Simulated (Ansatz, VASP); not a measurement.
One calculation of ZrSi2, two programs

```
Zr Si
1.0
     3.65677    0.00000    0.00000
     0.00000    7.51108    0.00000
     0.00000    0.00000   28.50449
Zr Si
8 16
Direct
  0.25000 0.07726 0.26312
  0.75000 0.56380 0.36193
  0.25000 0.95761 0.38810
  0.75000 0.44415 0.48691
  0.25000 0.83796 0.51309
  0.75000 0.32450 0.61190
  0.25000 0.71831 0.63807
  0.75000 0.20486 0.73688
  0.75000 0.35088 0.28130
  0.25000 0.71907 0.30578
  0.75000 0.92199 0.31927
  0.25000 0.29018 0.34374
  0.75000 0.23123 0.40629
  0.25000 0.59942 0.43076
  0.75000 0.80234 0.44425
  0.25000 0.17053 0.46872
  0.75000 0.11158 0.53128
  0.25000 0.47977 0.55575
  0.75000 0.68269 0.56924
  0.25000 0.05089 0.59371
  0.75000 0.99193 0.65626
  0.25000 0.36012 0.68073
  0.75000 0.56305 0.69422
  0.25000 0.93124 0.71870
```

Alike in both runs: task single point; functional PBEsol; k mesh 10 × 5 × 1; occupations gaussian, width 0.1 eV; no spin polarisation.

|  | VASP | Ansatz |
| --- | --- | --- |
| version | VASP 6.6.1 | Ansatz 0.2.0 |
| potentials or method | VASP PAW PBE potentials, release 64 (Zr_sv, Si), cutoff 520 eV | scalar-relativistic, plane waves, PAW |
| valence electrons in the cell | 160 | 160 |

Ansatz gave:

| Item | Value |
| --- | --- |
| gap on the k mesh at the Fermi level (eV) | none |
| rms of the force components (eV/Å) | 0.456 |
| work function, face that differs most (eV) | 3.02 |

Question: Which values does VASP return?

Answer: gap on the k mesh at the Fermi level (eV): none; rms of the force components (eV/Å): 0.454; work function, face that differs most (eV): 3.02.

VASP's potentials were made for PBE, not for PBEsol. A gap of «none» marks a metal or a gap that the smearing closes. Ansatz's warnings: xc potential rough in thin density.
